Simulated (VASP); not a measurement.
Crystal: Co.

```
Co
1.0
     0.00000    1.73487    1.73487
     1.73487    0.00000    1.73487
     1.73487    1.73487    0.00000
Co
1
Direct
  0.00000 0.00000 0.00000
```

This isn't the form of Co at room conditions, which is hcp.

Base run:

| Property | Result |
| --- | --- |
| Program | VASP 6.6.1 |
| Functional | PBEsol |
| Potentials or basis | VASP PAW PBE potentials, release 64 (Co) |
| Cutoff | 520 eV |
| k mesh | 25 × 25 × 25 |
| Occupations | fermi-dirac, width 0.05 eV |
| Spin | collinear spin, ferromagnetic start |
| Starting moments | [1.695] μB |

Its results: pressure -1.4 GPa; net moment 1.61 μB per cell; site moments Co +1.61 μB.

Task: The run is repeated on the same cell with these changes: k mesh from 25 × 25 × 25 to 17 × 17 × 17; moments at the start from [1.7] to [1.67]. What comes out?

Result: Pressure -1.0 GPa; net moment 1.63 μB per cell; site moments Co +1.63 μB.

Caveats: the PAW data sets were made with another functional, which shifts forces and pressure a little.
